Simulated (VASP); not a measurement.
# SiNi3 (Pm-3m) in VASP: a series of runs

The runs below take SiNi3 through single point, with PBE.

Program: VASP 6.6.1. These are calculated values, not measurements. Logs are shortened: lines on timing, memory, paths and dates and some standing lists are left out, and cuts for length are marked.

### Step 1. The cell of the first run

It takes space group Pm-3m (No. 221, cubic). Conventional cell: a = 3.542 Å, b = 3.542 Å, c = 3.542 Å, α = 90.00°, β = 90.00°, γ = 90.00°. Ni (site symmetry 4/mmm) has 8 Ni at 2.50 Å and 4 Si at 2.50 Å within 3.3 Å. Within 3.3 Å of Si (site symmetry m-3m) lie 12 Ni at 2.50 Å.

### Step 2. Single point, PBE, collinear spin, ferromagnetic start

Contents of INCAR:

```
PREC = Accurate
ENCUT = 520
EDIFF = 1E-6
ISMEAR = -1
SIGMA = 0.05
LREAL = False
LASPH = True
NELM = 150
ALGO = Normal
ISIF = 2
LWAVE = False
LCHARG = True
ISPIN = 2
MAGMOM = 1.5 1.5 1.5 0
LORBIT = 11
NUPDOWN = 4.5
LMAXMIX = 4
GGA = PE
LELF = True
LVHAR = True
NBANDS = 29
```

Contents of KPOINTS:

```
regular mesh
0
Gamma
  6 6 6
```

Contents of POSCAR:

```
SiNi3
1.0
    3.5420000000      0.0000000000      0.0000000000
    0.0000000000      3.5420000000      0.0000000000
    0.0000000000      0.0000000000      3.5420000000
Ni Si
3 1
Direct
    0.5000000000      0.5000000000      0.0000000000
    0.5000000000      0.0000000000      0.5000000000
    0.0000000000      0.5000000000      0.5000000000
    0.0000000000      0.0000000000      0.0000000000
```

Potentials or basis: VASP PAW PBE potentials, release 64 (Ni, Si).

Launch:

```console
$ cat potpaw_PBE.64/Ni/POTCAR potpaw_PBE.64/Si/POTCAR > POTCAR
$ mpirun -np 1 vasp_std > vasp.out
```

OUTCAR:

```text
PREC = Accurate
   ENCUT = 520
   EDIFF = 1E-6
   ISMEAR = -1
   LREAL = False
   LASPH = True
   NELM = 150
   ISIF = 2
   ISPIN = 2
   LORBIT = 11
   NUPDOWN = 4.5
   GGA = PE

 ion  position               nearest neighbor table
   1  0.500  0.500  0.000-   2 2.50   3 2.50   4 2.50   2 2.50   3 2.50   2 2.50   4 2.50   2 2.50
                             3 2.50   4 2.50   3 2.50   4 2.50
   2  0.500  0.000  0.500-   1 2.50   3 2.50   4 2.50   1 2.50   4 2.50   1 2.50   3 2.50   1 2.50
                             3 2.50   4 2.50   4 2.50   3 2.50
   3  0.000  0.500  0.500-   1 2.50   2 2.50   4 2.50   1 2.50   4 2.50   2 2.50   4 2.50   4 2.50
                             1 2.50   2 2.50   1 2.50   2 2.50
   4  0.000  0.000  0.000-   1 2.50   2 2.50   3 2.50   2 2.50   3 2.50   1 2.50   3 2.50   3 2.50
                             1 2.50   2 2.50   2 2.50   1 2.50

  LATTYP: Found a simple cubic cell.
 ALAT       =     3.5420000000

  Lattice vectors:

 A1 = (   3.5420000000,   0.0000000000,   0.0000000000)
 A2 = (   0.0000000000,   3.5420000000,   0.0000000000)
 A3 = (   0.0000000000,   0.0000000000,   3.5420000000)

Analysis of symmetry for initial positions (statically):
=====================================================================
 Subroutine PRICEL returns:
 Original cell was already a primitive cell.

 Routine SETGRP: Setting up the symmetry group for a
 simple cubic supercell.

 Subroutine GETGRP returns: Found 48 space group operations
 (whereof 48 operations were pure point group operations)
 out of a pool of 48 trial point group operations.

The static configuration has the point symmetry O_h .

Analysis of symmetry for dynamics (positions and initial velocities):
=====================================================================
 Subroutine PRICEL returns:
 Original cell was already a primitive cell.

 Routine SETGRP: Setting up the symmetry group for a
 simple cubic supercell.

 Subroutine GETGRP returns: Found 48 space group operations
 (whereof 48 operations were pure point group operations)
 out of a pool of 48 trial point group operations.

The dynamic configuration has the point symmetry O_h .

Analysis of structural, dynamic, and magnetic symmetry:
=====================================================================
 Subroutine PRICEL returns:
 Original cell was already a primitive cell.

 Routine SETGRP: Setting up the symmetry group for a
 simple cubic supercell.

 Subroutine GETGRP returns: Found 48 space group operations
 (whereof 48 operations were pure point group operations)
 out of a pool of 48 trial point group operations.

The overall configuration has the point symmetry O_h .

 Subroutine INISYM returns: Found 48 space group operations
 (whereof 48 operations are pure point group operations),
 and found     1 'primitive' translations

----------------------------------------------------------------------------------------

                                     Primitive cell

  volume of cell :      44.4371

  direct lattice vectors                    reciprocal lattice vectors
     3.542000000  0.000000000  0.000000000     0.282326369  0.000000000  0.000000000
     0.000000000  3.542000000  0.000000000     0.000000000  0.282326369  0.000000000
     0.000000000  0.000000000  3.542000000     0.000000000  0.000000000  0.282326369

  length of vectors
     3.542000000  3.542000000  3.542000000     0.282326369  0.282326369  0.282326369

  position of ions in fractional coordinates (direct lattice)
     0.500000000  0.500000000  0.000000000
     0.500000000  0.000000000  0.500000000
     0.000000000  0.500000000  0.500000000
     0.000000000  0.000000000  0.000000000

  ion indices of the primitive-cell ions
   primitive index   ion index
                 1           1
                 2           2
                 3           3
                 4           4

----------------------------------------------------------------------------------------

 KPOINTS: regular mesh

Automatic generation of k-mesh.
 Grid dimensions read from file:
 generate k-points for:    6    6    6

 Generating k-lattice:

  Cartesian coordinates                     Fractional coordinates (reciprocal lattice)
     0.047054395  0.000000000  0.000000000     0.166666667  0.000000000  0.000000000
     0.000000000  0.047054395  0.000000000     0.000000000  0.166666667  0.000000000
     0.000000000  0.000000000  0.047054395     0.000000000  0.000000000  0.166666667

  Length of vectors
     0.047054395  0.047054395  0.047054395

  Shift w.r.t. Gamma in fractional coordinates (k-lattice)
     0.000000000  0.000000000  0.000000000

 Subroutine IBZKPT returns following result:
 ===========================================

 Found     20 irreducible k-points:

 Following reciprocal coordinates:
            Coordinates               Weight
  0.000000  0.000000  0.000000      1.000000
  0.166667  0.000000  0.000000      6.000000
  0.333333  0.000000  0.000000      6.000000
  0.500000  0.000000  0.000000      3.000000
  0.166667  0.166667  0.000000     12.000000
  0.333333  0.166667  0.000000     24.000000
[... 12 lines left out ...]
  0.500000  0.500000  0.333333      6.000000
  0.500000  0.500000  0.500000      1.000000
   k-points           NKPTS =     20   k-points in BZ     NKDIM =     20   number of bands    NBANDS=     29
   number of dos      NEDOS =    301   number of ions     NIONS =      4
   total plane-waves  NPLWV =  21952
   dimension x,y,z NGX =    28 NGY =   28 NGZ =   28
   dimension x,y,z NGXF=    56 NGYF=   56 NGZF=   56
   ions per type =               3   1
   NGX,Y,Z   is equivalent  to a cutoff of  13.14, 13.14, 13.14 a.u.
   NGXF,Y,Z  is equivalent  to a cutoff of  26.28, 26.28, 26.28 a.u.
 SYSTEM =  unknown system
   PREC   = accura    normal or accurate (medium, high low for compatibility)
   ISTART =      0    job   : 0-new  1-cont  2-samecut
   ICHARG =      2    charge: 1-file 2-atom 10-const
   ISPIN  =      2    spin polarized calculation?
   LNONCOLLINEAR =      F non collinear calculations
   LSORBIT =      F    spin-orbit coupling
   LASPH  =      T    aspherical Exc in radial PAW
   ENCUT  =  520.0 eV  38.22 Ry    6.18 a.u.   6.59  6.59  6.59*2*pi/ulx,y,z
   NELM   =    150;   NELMIN=  2; NELMDL= -5     # of ELM steps
   EDIFF  = 0.1E-05   stopping-criterion for ELM
   LREAL  =      F    real-space projection
   EDIFFG = 0.1E-04   stopping-criterion for IOM
   NSW    =      0    number of steps for IOM
   IBRION =     -1    ionic relax: 0-MD 1-quasi-New 2-CG
   NFREE  =      0    steps in history (QN), initial steepest desc. (CG)
   ISIF   =      2    stress and relaxation
   ISYM   =      2    0-nonsym 1-usesym 2-fastsym
   POTIM  = 0.5000    time-step for ionic-motion
   TEBEG  =    0.0;   TEEND  =   0.0 temperature during run
   PSTRESS=    0.0 pullay stress
   NELECT =      34.0000    total number of electrons
   NUPDOWN=       4.5000    fix difference up-down
   EMIN   =  10.00;   EMAX   =-10.00  energy-range for DOS
   EFERMI =   0.00;   METHOD = LEGACY
   ISMEAR =    -1;   SIGMA  =   0.05  broadening in eV -4-tet -1-fermi 0-gaus
   EFERMI_NEDOS =   21; number of points for ismear=-14 and -15
   IALGO  =     38    algorithm
   IMIX   =      4    mixing-type and parameters
     AMIX     =   0.40;   BMIX     =  1.00
     AMIX_MAG =   1.60;   BMIX_MAG =  1.00
  volume/ion in A,a.u.               =      11.11        74.97
  Fermi-wavevector in a.u.,A,eV,Ry     =   1.497336  2.829555 30.504465  2.242015
  Thomas-Fermi vector in A             =   2.609237
   LORBIT       =     11    0 simple, 1 ext, 2 COOP (PROOUT), +10 PAW based schemes
   GGA     = PE    functional components
   LHFCALC =     F    Hartree Fock is set to
   AEXX    =    0.0000 exact exchange contribution
   IVDW    =     0    specifies the selected vdW correction
   LEPSILON=     F    determine dielectric tensor
   LRPA    =     F    only Hartree local field effects (RPA)
 spin polarized calculation
  energy-cutoff  :      520.00
  volume of cell :       44.44
 maximum number of plane-waves:      1222
 NGX is ok and might be reduce to    28
   NGX = 13   NGY = 13   NGZ = 13

 number of electron      33.9999988 magnetization       4.4999998

 Free energy of the ion-electron system (eV)
  ---------------------------------------------------
  ext. energy  EPLUGINS =         0.00000000
  ---------------------------------------------------
  free energy    TOTEN  =       -20.57510339 eV

  energy without entropy =      -20.52900501  energy(sigma->0) =      -20.55205420

 E-fermi :   9.4440     XC(G=0): -12.9516

 val. band max:       12.6133638877   @ k =   0.3333   0.3333   0.1667
 cond. band min:       9.4449084294   @ k =   0.5000   0.3333   0.1667
 fundamental gap:     -3.1684554583
 Fermi energy:        12.6350785542

 spin component 1

 k-point     1 :       0.0000    0.0000    0.0000
  band No.  band energies     occupation
      1      -1.5537      1.00000
      2       4.6751      1.00000
      3       5.5436      1.00000
      4       5.5436      1.00000
      5       5.7768      1.00000
      6       5.7768      1.00000
[... 607 lines left out ...]
      6       6.5665      1.00000
[... 21 lines left out ...]
     28      26.8124      0.00000
     29      31.0944      0.00000
 Fermi energy:         9.4439747620

 spin component 2

 k-point     1 :       0.0000    0.0000    0.0000
  band No.  band energies     occupation
      1      -1.0034      1.00000
      2       5.4161      1.00000
      3       6.5145      1.00000
      4       6.5145      1.00000
      5       6.9172      1.00000
      6       6.9172      1.00000
[... 629 lines left out ...]
     28      27.4127      0.00000
     29      31.4621      0.00000

------------------------ aborting loop because EDIFF is reached ----------------------------------------

  FORCE on cell =-STRESS in cart. coord.  units (eV):
  Direction    XX          YY          ZZ          XY          YZ          ZX
  --------------------------------------------------------------------------------------
  -------------------------------------------------------------------------------------
  Total        3.4025862      3.4025862      3.4025862     -0.0000000     -0.0000000     -0.0000000
  in kB      122.6800785    122.6800785    122.6800785     -0.0000000     -0.0000000     -0.0000000
  external PRESSURE =     122.6800785 kB  Pullay stress =       0.0000000 kB

 VOLUME and BASIS-vectors are now :
 -----------------------------------------------------------------------------
  energy-cutoff  :      520.00
  volume of cell :       44.44
      direct lattice vectors                 reciprocal lattice vectors
     3.542000000  0.000000000  0.000000000     0.282326369  0.000000000  0.000000000
     0.000000000  3.542000000  0.000000000     0.000000000  0.282326369  0.000000000
     0.000000000  0.000000000  3.542000000     0.000000000  0.000000000  0.282326369

 POSITION                                       TOTAL-FORCE (eV/Angst)
 -----------------------------------------------------------------------------------
      1.77100      1.77100      0.00000         0.000000      0.000000      0.000000
      1.77100      0.00000      1.77100         0.000000      0.000000      0.000000
      0.00000      1.77100      1.77100         0.000000      0.000000      0.000000
      0.00000      0.00000      0.00000         0.000000      0.000000      0.000000
 -----------------------------------------------------------------------------------
    total drift:                                0.000000      0.000000      0.000000

  FREE ENERGIE OF THE ION-ELECTRON SYSTEM (eV)
  ---------------------------------------------------
  free  energy   TOTEN  =       -20.5751033904 eV

  energy  without entropy=      -20.5290050123  energy(sigma->0) =      -20.55205420

 total charge

# of ion       s       p       d       tot
------------------------------------------
    1        0.492   0.584   8.261   9.337
    2        0.492   0.584   8.261   9.337
    3        0.492   0.584   8.261   9.337
    4        0.736   0.895   0.000   1.632
--------------------------------------------------
tot          2.214   2.647  24.783  29.644

 magnetization (x)

# of ion       s       p       d       tot
------------------------------------------
    1        0.025   0.097   1.131   1.253
    2        0.025   0.097   1.131   1.253
    3        0.025   0.097   1.131   1.253
    4        0.092   0.223   0.000   0.315
--------------------------------------------------
tot          0.167   0.512   3.393   4.073
```

It took 40 s on 1 thread of Intel Xeon Platinum 8488C (Sapphire Rapids), shared host; peak memory 0.18 GiB.

Results:

```yaml
Free_energy: -20.5751 eV
Pressure: 12.3 GPa
Net_moment: 4.50 μB per cell
Site_moments: Ni +1.25; Si +0.32 μB
Valence_electrons_inside_the_program's_atomic_spheres: Ni 9.34; Si 1.63
```

Caveat: the cell stands under pressure; the total moment is fixed, so each spin has its own Fermi level.

### Step 3. Single point, PBE, collinear spin, ferromagnetic start

Contents of INCAR:

```
SYSTEM = SiNi3
PREC = Accurate
ENCUT = 520
EDIFF = 1E-7
ISMEAR = -1
SIGMA = 0.05
LREAL = .FALSE.
LASPH = .TRUE.
NELM = 150
ALGO = Normal
ISIF = 2
LWAVE = .FALSE.
LCHARG = .FALSE.
ISPIN = 2
MAGMOM = 2 2 2 0
LORBIT = 11
NUPDOWN = 6.0
LMAXMIX = 4
GGA = PE
NBANDS = 29
```

Contents of KPOINTS:

```
regular mesh
0
G
  6 6 6
  0 0 0
```

POSCAR is that of step 2.

Potentials or basis: VASP PAW PBE potentials, release 64 (Ni, Si).

Launch:

```console
$ cat potpaw_PBE.64/Ni/POTCAR potpaw_PBE.64/Si/POTCAR > POTCAR
$ mpirun -np 1 vasp_std > vasp.out
```

Run time: 39 s. Hardware: 1 thread of Intel Xeon Platinum 8488C (Sapphire Rapids), shared host; peak memory 0.19 GiB.

Results (log left out):

```
Free energy                                           : -17.3470 eV
Pressure                                              : 25.1 GPa
Net moment                                            : 6.00 μB per cell
Site moments                                          : Ni +1.62; Si +0.43 μB
Valence electrons inside the program's atomic spheres : Ni 9.30; Si 1.66
```

Caveat: the cell stands under pressure; the total moment is fixed, so each spin has its own Fermi level.

[end of part 1 of 2]
